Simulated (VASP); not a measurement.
# MoS2 (P-6m2) in VASP: further runs, part 2 of 2

VASP 6.6.1.

### Step 3. Single point, PBE+D3(BJ)

INCAR

```
PREC = Accurate
ENCUT = 500
EDIFF = 1E-6
ISMEAR = 0
SIGMA = 0.05
LREAL = False
LASPH = True
NELM = 120
ALGO = Normal
ISIF = 2
LWAVE = False
LCHARG = False
GGA = PE
IVDW = 12
NBANDS = 20
GGA_COMPAT = False
```

KPOINTS

```
regular mesh
0
Gamma
  12 12 4
```

POSCAR

```
MoS2
1.0
    3.2075152338      0.0000000000      0.0000000000
   -1.6037576169      2.7777896755      0.0000000000
    0.0000000000      0.0000000000      6.4063701764
Mo S
1 2
Direct
    0.0000000000      0.0000000000      0.0000000000
    0.3333333333      0.6666666667      0.2107069157
    0.3333333333      0.6666666667      0.7892930843
```

Potentials or basis: VASP PAW PBE potentials, release 64 (Mo_sv, S).

Launch:

```
$ cat potpaw_PBE.64/Mo_sv/POTCAR potpaw_PBE.64/S/POTCAR > POTCAR
$ mpirun -np 1 vasp_std > vasp.out
```

OUTCAR:

```text
PREC = Accurate
   ENCUT = 500
   EDIFF = 1E-6
   ISMEAR = 0
   LREAL = False
   LASPH = True
   NELM = 120
   ISIF = 2
   GGA = PE
   IVDW = 12
 IVDW          = 12

 ion  position               nearest neighbor table
   1  0.000  0.000  0.000-   2 2.29   3 2.29   2 2.29   3 2.29   2 2.29   3 2.29
   2  0.333  0.667  0.211-   1 2.29   1 2.29   1 2.29   3 2.70
   3  0.333  0.667  0.789-   1 2.29   1 2.29   1 2.29   2 2.70

  LATTYP: Found a hexagonal cell.
 ALAT       =     3.2075152338
 C/A-ratio  =     1.9973000000

  Lattice vectors:

 A1 = (   3.2075152338,   0.0000000000,   0.0000000000)
 A2 = (  -1.6037576169,   2.7777896755,   0.0000000000)
 A3 = (   0.0000000000,   0.0000000000,   6.4063701764)

Analysis of symmetry for initial positions (statically):
=====================================================================
 Subroutine PRICEL returns:
 Original cell was already a primitive cell.

 Routine SETGRP: Setting up the symmetry group for a
 hexagonal supercell.

 Subroutine GETGRP returns: Found 12 space group operations
 (whereof 12 operations were pure point group operations)
 out of a pool of 24 trial point group operations.

The static configuration has the point symmetry D_3h.

Analysis of symmetry for dynamics (positions and initial velocities):
=====================================================================
 Subroutine PRICEL returns:
 Original cell was already a primitive cell.

 Routine SETGRP: Setting up the symmetry group for a
 hexagonal supercell.

 Subroutine GETGRP returns: Found 12 space group operations
 (whereof 12 operations were pure point group operations)
 out of a pool of 24 trial point group operations.

The dynamic configuration has the point symmetry D_3h.

 Subroutine INISYM returns: Found 12 space group operations
 (whereof 12 operations are pure point group operations),
 and found     1 'primitive' translations

----------------------------------------------------------------------------------------

                                     Primitive cell

  volume of cell :      57.0795

  direct lattice vectors                    reciprocal lattice vectors
     3.207515234  0.000000000  0.000000000     0.311767810  0.179999229  0.000000000
    -1.603757617  2.777789676  0.000000000     0.000000000  0.359998458  0.000000000
     0.000000000  0.000000000  6.406370176     0.000000000  0.000000000  0.156094633

  length of vectors
     3.207515234  3.207515234  6.406370176     0.359998458  0.359998458  0.156094633

  position of ions in fractional coordinates (direct lattice)
     0.000000000  0.000000000  0.000000000
     0.333333333  0.666666667  0.210706916
     0.333333333  0.666666667  0.789293084

  ion indices of the primitive-cell ions
   primitive index   ion index
                 1           1
                 2           2
                 3           3

----------------------------------------------------------------------------------------

 KPOINTS: regular mesh

Automatic generation of k-mesh.
 Grid dimensions read from file:
 generate k-points for:   12   12    4

 Generating k-lattice:

  Cartesian coordinates                     Fractional coordinates (reciprocal lattice)
     0.025980651  0.014999936  0.000000000     0.083333333  0.000000000  0.000000000
     0.000000000  0.029999872  0.000000000     0.000000000  0.083333333  0.000000000
     0.000000000  0.000000000  0.039023658     0.000000000  0.000000000  0.250000000

  Length of vectors
     0.029999872  0.029999872  0.039023658

  Shift w.r.t. Gamma in fractional coordinates (k-lattice)
     0.000000000  0.000000000  0.000000000

 Subroutine IBZKPT returns following result:
 ===========================================

 Found     57 irreducible k-points:

 Following reciprocal coordinates:
            Coordinates               Weight
  0.000000  0.000000  0.000000      1.000000
  0.083333 -0.000000  0.000000      6.000000
  0.166667 -0.000000  0.000000      6.000000
  0.250000  0.000000  0.000000      6.000000
  0.333333 -0.000000  0.000000      6.000000
  0.416667 -0.000000  0.000000      6.000000
[... 16 lines left out ...]
  0.250000  0.000000  0.250000     12.000000
  0.333333 -0.000000  0.250000     12.000000
 [... further k-points ...]
   k-points           NKPTS =     57   k-points in BZ     NKDIM =     57   number of bands    NBANDS=     20
   number of dos      NEDOS =    301   number of ions     NIONS =      3
   total plane-waves  NPLWV =  27648
   dimension x,y,z NGX =    24 NGY =   24 NGZ =   48
   dimension x,y,z NGXF=    48 NGYF=   48 NGZF=   96
   ions per type =               1   2
   NGX,Y,Z   is equivalent  to a cutoff of  12.44, 12.44, 12.46 a.u.
   NGXF,Y,Z  is equivalent  to a cutoff of  24.88, 24.88, 24.91 a.u.
 SYSTEM =  unknown system
   PREC   = accura    normal or accurate (medium, high low for compatibility)
   ISTART =      0    job   : 0-new  1-cont  2-samecut
   ICHARG =      2    charge: 1-file 2-atom 10-const
   ISPIN  =      1    spin polarized calculation?
   LNONCOLLINEAR =      F non collinear calculations
   LSORBIT =      F    spin-orbit coupling
   LASPH  =      T    aspherical Exc in radial PAW
   ENCUT  =  500.0 eV  36.75 Ry    6.06 a.u.   5.85  5.85 11.68*2*pi/ulx,y,z
   NELM   =    120;   NELMIN=  2; NELMDL= -5     # of ELM steps
   EDIFF  = 0.1E-05   stopping-criterion for ELM
   LREAL  =      F    real-space projection
   EDIFFG = 0.1E-04   stopping-criterion for IOM
   NSW    =      0    number of steps for IOM
   IBRION =     -1    ionic relax: 0-MD 1-quasi-New 2-CG
   NFREE  =      0    steps in history (QN), initial steepest desc. (CG)
   ISIF   =      2    stress and relaxation
   ISYM   =      2    0-nonsym 1-usesym 2-fastsym
   POTIM  = 0.5000    time-step for ionic-motion
   TEBEG  =    0.0;   TEEND  =   0.0 temperature during run
   PSTRESS=    0.0 pullay stress
   NELECT =      26.0000    total number of electrons
   NUPDOWN=      -1.0000    fix difference up-down
   EMIN   =  10.00;   EMAX   =-10.00  energy-range for DOS
   EFERMI =   0.00;   METHOD = LEGACY
   ISMEAR =     0;   SIGMA  =   0.05  broadening in eV -4-tet -1-fermi 0-gaus
   EFERMI_NEDOS =   21; number of points for ismear=-14 and -15
   IALGO  =     38    algorithm
   IMIX   =      4    mixing-type and parameters
     AMIX     =   0.40;   BMIX     =  1.00
     AMIX_MAG =   1.60;   BMIX_MAG =  1.00
  volume/ion in A,a.u.               =      19.03       128.40
  Fermi-wavevector in a.u.,A,eV,Ry     =   1.259619  2.380335 21.587552  1.586640
  Thomas-Fermi vector in A             =   2.393170
   LORBIT       =      0    0 simple, 1 ext, 2 COOP (PROOUT), +10 PAW based schemes
   GGA     = PE    functional components
   LHFCALC =     F    Hartree Fock is set to
   AEXX    =    0.0000 exact exchange contribution
   IVDW    =    12    specifies the selected vdW correction
   LEPSILON=     F    determine dielectric tensor
   LRPA    =     F    only Hartree local field effects (RPA)
 non-spin polarized calculation
 Gauss-broadening in eV      SIGMA  =   0.05
  energy-cutoff  :      500.00
  volume of cell :       57.08
 maximum number of plane-waves:      1476
 NGX is ok and might be reduce to    24

 number of electron      26.0000002 magnetization

 Free energy of the ion-electron system (eV)
  ---------------------------------------------------
  ext. energy  EPLUGINS =         0.00000000
  ---------------------------------------------------
  free energy    TOTEN  =       -20.90900051 eV

  energy without entropy =      -20.90878245  energy(sigma->0) =      -20.90889148

 E-fermi :   7.0875     XC(G=0): -10.0962

 val. band max:        6.9410013859   @ k =   0.0833  -0.0000   0.2500
 cond. band min:       7.1065181145   @ k =   0.0000   0.0000   0.2500
 fundamental gap:      0.1655167286
 Fermi energy:         7.0875391636

 k-point     1 :       0.0000    0.0000    0.0000
  band No.  band energies     occupation
      1     -54.8067      2.00000
      2     -28.9788      2.00000
      3     -28.8909      2.00000
      4     -28.8909      2.00000
      5      -8.8784      2.00000
      6      -6.4772      2.00000
[... 12 lines left out ...]
     19      13.7627      0.00000
[... 513 lines left out ...]
      4     -28.9153      2.00000
      5      -7.5625      2.00000
      6      -6.3521      2.00000
[... 12 lines left out ...]
     19      14.6220      0.00000
     20      15.2773      0.00000

 [... further k-points ...]

------------------------ aborting loop because EDIFF is reached ----------------------------------------

 Edisp (eV)   -1.19407

 E8    (eV) :    -0.4824

  FORCE on cell =-STRESS in cart. coord.  units (eV):
  Direction    XX          YY          ZZ          XY          YZ          ZX
  --------------------------------------------------------------------------------------
  -------------------------------------------------------------------------------------
  Total       3.73936     3.73936    12.20846     0.00000     0.00000     0.00000
  in kB     104.96082   104.96082   342.68214     0.00000     0.00000     0.00000
  external pressure =      184.20 kB  Pullay stress =        0.00 kB

 VOLUME and BASIS-vectors are now :
 -----------------------------------------------------------------------------
  energy-cutoff  :      500.00
  volume of cell :       57.08
      direct lattice vectors                 reciprocal lattice vectors
     3.207515234  0.000000000  0.000000000     0.311767810  0.179999229  0.000000000
    -1.603757617  2.777789676  0.000000000     0.000000000  0.359998458  0.000000000
     0.000000000  0.000000000  6.406370176     0.000000000  0.000000000  0.156094633

 POSITION                                       TOTAL-FORCE (eV/Angst)
 -----------------------------------------------------------------------------------
      0.00000      0.00000      0.00000         0.000000     -0.000000      0.000000
     -0.00000      1.85186      1.34987         0.000000      0.000000      4.692640
     -0.00000      1.85186      5.05650        -0.000000      0.000000     -4.692640
 -----------------------------------------------------------------------------------
    total drift:                               -0.000000      0.000000     -0.000000

  FREE ENERGIE OF THE ION-ELECTRON SYSTEM (eV)
  ---------------------------------------------------
  free  energy   TOTEN  =       -22.1030726311 eV

  energy  without entropy=      -22.1028545693  energy(sigma->0) =      -22.10296360
```

Run time: 69 s. Hardware: 1 thread of Intel Xeon 8259CL, shared host; peak memory 0.21 GiB.

Results:

```
Free energy                : -22.1031 eV
Pressure                   : 18.4 GPa
Largest force              : 4.693 eV/Å
Band gap on the k mesh     : zero (bands 13 and 14 overlap by 0.64 eV)
Dispersion energy per atom : -0.398 eV
```

Forces on the atoms (eV/Å):
```
Mo   0.000  0.000  0.000
S    0.000  0.000  4.693
S    0.000  0.000 -4.693
```

Levels at points of the mesh, in eV from the Fermi level:
| k point | band 9 | band 10 | band 11 | band 12 | band 13 | band 14 | band 15 | band 16 | band 17 | band 18 |
| --- | --- | --- | --- | --- | --- | --- | --- | --- | --- | --- |
| (0.00, 0.00, 0.00) | -5.11 | -3.52 | -3.52 | -1.30 | -0.57 | 1.73 | 1.73 | 2.57 | 2.57 | 4.43 |
| (0.50, 0.00, 0.00) | -5.78 | -5.13 | -2.89 | -1.90 | -1.86 | 0.82 | 1.32 | 3.63 | 4.21 | 4.76 |
| (0.00, 0.00, 0.50) | -5.10 | -3.53 | -3.53 | -2.67 | 0.31 | 1.68 | 1.68 | 2.65 | 2.65 | 4.48 |
| (0.50, 0.00, 0.50) | -5.48 | -5.14 | -2.85 | -2.59 | -1.62 | 0.84 | 1.35 | 3.07 | 4.05 | 6.21 |

Caveat: the cell stands under pressure; forces of over 1 eV/Å act on the atoms, so gaps and moduli don't describe the material at rest.

### Step 4. Single point, PBE+D3(BJ)

This run uses another cell than the first one, of the same volume but with other edges.

INCAR

```
  PREC = Accurate
  ENCUT = 500
  EDIFF = 1E-6
  ISMEAR = 0
  SIGMA = 0.05
  LREAL = False
  LASPH = True
  NELM = 120
  ALGO = Normal
  ISIF = 2
  LWAVE = False
  LCHARG = False
  GGA = PE
  IVDW = 12
  NBANDS = 20
  GGA_COMPAT = False
```

KPOINTS

```
Automatic mesh
0
Gamma
  12 12 4
```

POSCAR

```
MoS2
1.0
    3.1494351579      0.0000000000      0.0000000000
   -1.5747175790      2.7274908543      0.0000000000
    0.0000000000      0.0000000000      6.6448340996
Mo S
1 2
Direct
    0.0000000000      0.0000000000      0.0000000000
    0.3333333333      0.6666666667      0.2608812309
    0.3333333333      0.6666666667      0.7391187691
```

Launch:

```
$ cat potpaw_PBE.64/Mo_sv/POTCAR potpaw_PBE.64/S/POTCAR > POTCAR
$ mpirun -np 1 vasp_std > vasp.out
```

It took 70 s on 1 thread of Intel Xeon 8259CL, shared host; peak memory 0.21 GiB.

Results (log left out):

```yaml
Free_energy: -22.5062 eV
Pressure: -12.3 GPa
Largest_force: 2.704 eV/Å
Band_gap_on_the_k_mesh: 0.87 eV (least direct gap 1.73 eV)
Dispersion_energy_per_atom: -0.397 eV
```

Forces in eV/Å, atoms in the order of the input:
```
Mo   0.000  0.000  0.000
S    0.000  0.000 -2.704
S    0.000  0.000  2.704
```

Stress tensor (GPa, compression positive):
```
 -7.15   0.00   0.00
  0.00  -7.15   0.00
  0.00   0.00 -22.53
```

Levels at points of the mesh, in eV from the valence-band top:
| k point | band 10 | band 11 | band 12 | band 13 | band 14 | band 15 | band 16 | band 17 |
| --- | --- | --- | --- | --- | --- | --- | --- | --- |
| (0.00, 0.00, 0.00) | -1.24 | -1.22 | -0.89 | -0.89 | 2.37 | 2.37 | 2.64 | 2.64 |
| (0.50, 0.00, 0.00) | -2.56 | -1.80 | -1.20 | -0.73 | 2.25 | 2.30 | 3.66 | 3.79 |
| (0.00, 0.00, 0.50) | -1.88 | -0.94 | -0.94 | -0.13 | 2.49 | 2.49 | 2.56 | 2.56 |
| (0.50, 0.00, 0.50) | -3.09 | -2.63 | -0.55 | -0.48 | 2.32 | 2.65 | 2.84 | 3.35 |

Caveat: the cell stands under tension; forces of over 1 eV/Å act on the atoms, so gaps and moduli don't describe the material at rest. A k mesh can miss the band edges.

### Step 5. Single point, PBE+D3(BJ)

INCAR

```
SYSTEM = MoS2
PREC = Accurate ; ENCUT = 500
EDIFF = 1E-6 ; ISMEAR = 0
SIGMA = 0.05 ; LREAL = .False.
LASPH = .True. ; NELM = 120
ALGO = Normal ; ISIF = 2
LWAVE = .False. ; LCHARG = .False.
GGA = PE ; IVDW = 12
NBANDS = 20 ; GGA_COMPAT = .False.
```

KPOINTS

```
regular mesh
0
Gamma
  12 12 4
  0 0 0
```

POSCAR

```
MoS2
1.0
    3.2075152338      0.0000000000      0.0000000000
   -1.6037576169      2.7777896755      0.0000000000
    0.0000000000      0.0000000000      6.4063701764
Mo S
1 2
Direct
    0.0000000000      0.0000000000      0.0000000000
    0.3333333333      0.6666666667      0.2608812309
    0.3333333333      0.6666666667      0.7391187691
```

Launch:

```
$ cat potpaw_PBE.64/Mo_sv/POTCAR potpaw_PBE.64/S/POTCAR > POTCAR
$ mpirun -np 1 vasp_std > vasp.out
```

It took 72 s on 1 thread of Intel Xeon 8259CL, shared host; peak memory 0.21 GiB.

The run converged. Its results:

* Free energy: -22.6388 eV
* Pressure: -11.5 GPa
* Largest force: 2.285 eV/Å
* Band gap on the k mesh: 0.76 eV (least direct gap 1.70 eV)
* Dispersion energy per atom: -0.396 eV

Forces on the atoms (eV/Å):
```
Mo   0.000  0.000  0.000
S    0.000  0.000 -2.285
S    0.000  0.000  2.285
```

Stress tensor (GPa, compression positive):
```
 -9.89   0.00   0.00
  0.00  -9.89   0.00
  0.00   0.00 -14.83
```

Levels at points of the mesh, in eV from the valence-band top:
```csv
k point,band 11,band 12,band 13,band 14,band 15,band 16
"(0.00, 0.00, 0.00)",-1.51,-1.26,-1.04,2.03,2.03,2.25
"(0.50, 0.00, 0.00)",-1.73,-1.45,-1.31,1.77,1.94,3.49
"(0.00, 0.00, 0.50)",-1.58,-1.58,0.00,2.05,2.05,2.29
"(0.50, 0.00, 0.50)",-3.18,-1.08,-0.66,1.80,2.29,2.60
```

Caveat: the cell stands under tension; forces of over 1 eV/Å act on the atoms, so gaps and moduli don't describe the material at rest.

### Step 6. The runs side by side

| cell | gap on the mesh (eV) | pressure (GPa) | largest force (eV/Å) |
| --- | --- | --- | --- |
| a = 3.208, b = 3.208, c = 6.406 Å, angles 90.0, 90.0, 120.0°, 3 atoms, atomic positions A | 0.60 | 0.5 | 0.65 |
| a = 3.208, b = 3.208, c = 6.406 Å, angles 90.0, 90.0, 120.0°, 3 atoms, atomic positions B | none | 18.4 | 4.69 |
| a = 3.149, b = 3.149, c = 6.645 Å, angles 90.0, 90.0, 120.0°, 3 atoms, atomic positions C | 0.87 | -12.3 | 2.70 |
| a = 3.208, b = 3.208, c = 6.406 Å, angles 90.0, 90.0, 120.0°, 3 atoms, atomic positions C | 0.76 | -11.5 | 2.29 |

Alike in all rows: task single point; level PBE+D3(BJ); potentials or basis VASP PAW PBE potentials, release 64 (Mo_sv, S); no spin polarisation; k mesh 12 × 12 × 4; cutoff (eV) 500; smearing gaussian 0.05 eV.

Caveats: forces of over 1 eV/Å act on the atoms, so gaps and moduli don't describe the material at rest (at least some runs); the cell stands under tension (at least some runs); the cell stands under pressure (at least some runs).

Absolute energies hang on the potentials; compare differences alone.
